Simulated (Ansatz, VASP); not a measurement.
One calculation of Na, two programs

The input INCAR:

```
PREC = Accurate ; ENCUT = 520
EDIFF = 1E-7 ; ISMEAR = -1
SIGMA = 0.05 ; LREAL = False
LASPH = True ; NELM = 60
ALGO = Fast ; ISIF = 2
LWAVE = False ; LCHARG = True
LELF = True ; LVHAR = True
NBANDS = 10
```

KPOINTS

```
Automatic mesh
0
Gamma
  9 9 9
```

The input POSCAR:

```
Na
1.0
   -2.1829910528      2.1829910528      2.1829910528
    2.1829910528     -2.1829910528      2.1829910528
    2.1829910528      2.1829910528     -2.1829910528
Na
1
Direct
    0.0000000000      0.0000000000      0.0000000000
```

Contents of input.yaml:

```yaml
crystal:
  lattice:
    - [-2.1829910528, 2.1829910528, 2.1829910528]
    - [2.1829910528, -2.1829910528, 2.1829910528]
    - [2.1829910528, 2.1829910528, -2.1829910528]
  atoms:
    - { symbol: Na, position: [0.0, 0.0, 0.0] }
hamiltonian:
  xc: lda
  pseudopotentials: { kind: paw }
kpoints:
  mp_grid: { grid: [9, 9, 9] }
scf:
  occupations: { method: fermi_dirac, width: 0.05 }
output:
  forces: true
  stress: true
  eigenvalues: true
```

Alike in both runs: task single point; functional LDA; k mesh 9 × 9 × 9; occupations fermi-dirac, width 0.05 eV; no spin polarisation.

```csv
,VASP,Ansatz
version,VASP 6.6.1,Ansatz 0.2.0
potentials or method,"VASP PAW LDA potentials, release 64 (Na_pv)",Ansatz PAW
plane-wave cutoff (eV),520,420
valence electrons in the cell,7,9
```

|  | VASP | Ansatz | Ansatz less VASP |
| --- | --- | --- | --- |
| gap on the k mesh at the Fermi level (eV) | none | none | - |
| pressure (GPa) | -1.4 | -1.4 | +0.02 |

LDA's correlation is that of Perdew and Zunger in VASP and of Perdew and Wang (1992) in Ansatz. A gap of «none» marks a metal or a gap that the smearing closes. VASP's potentials hold 7 valence electrons a cell and Ansatz's 9, so a difference there can come from the potentials and not from the codes.
